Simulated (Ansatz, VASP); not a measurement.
## One calculation of C, two programs

File INCAR:

```
SYSTEM = C
ALGO = Normal ; EDIFF = 1E-6
ENCUT = 520 ; GGA = CA
ISIF = 2 ; ISMEAR = -1
LASPH = .True. ; LCHARG = .False.
LREAL = .False. ; LWAVE = .False.
NBANDS = 11 ; NELM = 60
PREC = Accurate ; SIGMA = 0.05
```

Contents of KPOINTS:

```
k-points
0
Gamma
  13 13 8
  0 0 0
```

The input POSCAR:

```
C
1.0
    2.0838934217     -1.2032084158      0.0000000000
    2.0838934217      1.2032084158      0.0000000000
   -1.3509174534      0.0000000000      3.4313236862
C
2
Direct
    0.1666444700      0.1666444700      0.9999069600
    0.8333555300      0.8333555300      0.0000930400
```

The input input.yaml:

```yaml
crystal:
  lattice:
    - [2.0838934217, -1.2032084158, 0.0]
    - [2.0838934217, 1.2032084158, 0.0]
    - [-1.3509174534, 0.0, 3.4313236862]
  atoms:
    - { symbol: C, position: [0.16664447, 0.16664447, 0.99990696] }
    - { symbol: C, position: [0.83335553, 0.83335553, 9.304e-05] }
kpoints:
  mp_grid: { grid: [13, 13, 8] }
scf:
  occupations: { method: fermi_dirac, width: 0.05 }
hamiltonian:
  xc: lda
  pseudopotentials: { kind: all_electron, lapw: { basis_error: 0.001 } }
output:
  forces: true
  stress: true
  eigenvalues: true
```

Change from the starting cell: volume scaled by 0.94.

Alike in both runs: task single point; functional LDA; k mesh 13 × 13 × 8; occupations fermi-dirac, width 0.05 eV; no spin polarisation.

|  | VASP | Ansatz |
| --- | --- | --- |
| version | VASP 6.6.1 | Ansatz 0.2.0 |
| potentials or method | VASP PAW LDA potentials, release 64 (C), cutoff 520 eV | all-electron LAPW, scalar-relativistic |

```tsv
	VASP	Ansatz	Ansatz less VASP
gap on the k mesh at the Fermi level (eV)	0.92	0.92	+0.001
least direct gap on the mesh (eV)	0.93	0.93	+0.001
pressure (GPa)	15.0	14.2	-0.78
traceless stress, the component that is largest in VASP (GPa)	-15.80	-14.88	+0.920
```

LDA's correlation is that of Perdew and Zunger in VASP and of Perdew and Wang (1992) in Ansatz. Ansatz ran all-electron here, and VASP with PAW potentials.
